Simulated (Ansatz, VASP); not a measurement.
One calculation of C, two programs

File POSCAR:

```
C
1.0
    1.2279212041      2.1267565396      0.0000000000
    1.2279212041     -2.1267565396      0.0000000000
    0.0000000000      0.0000000000     -7.1235273225
C
4
Direct
    0.1667039277      0.8332960723      0.0210569839
    0.6667039277      0.3332960723      0.4789430161
    0.8332960723      0.1667039277      0.0210569839
    0.3332960723      0.6667039277      0.4789430161
```

The input INCAR.step1:

```
SYSTEM = C
PREC = Accurate ; ENCUT = 520
ISMEAR = 0 ; SIGMA = 0.05
LREAL = .False. ; LASPH = .True.
NELM = 80 ; NBANDS = 16
GGA = PE ; ALGO = Normal
EDIFF = 1E-4 ; LWAVE = .True.
LCHARG = .False.
```

The input INCAR.step2:

```
SYSTEM = C
PREC = Accurate ; ENCUT = 520
EDIFF = 1E-7 ; ISMEAR = 0
SIGMA = 0.05 ; LREAL = .False.
LASPH = .True. ; NELM = 80
ALGO = Normal ; ISIF = 2
LWAVE = .False. ; LCHARG = .False.
METAGGA = R2SCAN ; LMIXTAU = .True.
NBANDS = 16 ; ISTART = 1
```

File KPOINTS:

```
Automatic mesh
0
Gamma
  12 12 4
  0 0 0
```

Input for Ansatz:

```yaml
crystal:
  lattice:
    - [1.2279212041, 2.1267565396, 0.0]
    - [1.2279212041, -2.1267565396, 0.0]
    - [0.0, 0.0, -7.1235273225]
  atoms:
    - { symbol: C, position: [0.1667039277, 0.8332960723, 0.0210569839] }
    - { symbol: C, position: [0.6667039277, 0.3332960723, 0.4789430161] }
    - { symbol: C, position: [0.8332960723, 0.1667039277, 0.0210569839] }
    - { symbol: C, position: [0.3332960723, 0.6667039277, 0.4789430161] }
basis:
  ecutwfc: 500
kpoints:
  mp_grid: { grid: [12, 12, 4] }
hamiltonian:
  xc: r2scan
scf:
  occupations: { method: gaussian, width: 0.05 }
output:
  forces: true
  stress: true
  eigenvalues: true
  write_density: true
  write_potential: true
  elf: true
  volumetric_format: npy
```

Change from the starting cell: mode 6 (69.8 1/cm) frozen in, largest displacement +0.150 Å.

Alike in both runs: task single point; functional r2SCAN; k mesh 12 × 12 × 4; occupations gaussian, width 0.05 eV; no spin polarisation.

|  | VASP | Ansatz |
| --- | --- | --- |
| version | VASP 6.6.1 | Ansatz 0.2.0 |
| potentials or method | VASP PAW PBE potentials, release 64 (C), cutoff 520 eV | scalar-relativistic, plane waves, PAW |
| valence electrons in the cell | 16 | 16 |

Ansatz gave:

```
gap on the k mesh at the Fermi level (eV)                     : 0.18
least direct gap on the mesh (eV)                             : 0.18
pressure (GPa)                                                : 0.3
traceless stress, the component that is largest in VASP (GPa) : -0.03
rms of the force components (eV/Å)                            : 0.036
```

Q: Estimate VASP's values.

A: gap on the k mesh at the Fermi level (eV): 0.18; least direct gap on the mesh (eV): 0.18; pressure (GPa): 0.9; traceless stress, the component that is largest in VASP (GPa): 0.34; rms of the force components (eV/Å): 0.036.

VASP's potentials were made for PBE, not for r2SCAN. Atom by atom the forces differ by 0.000 eV/Å (rms over components).
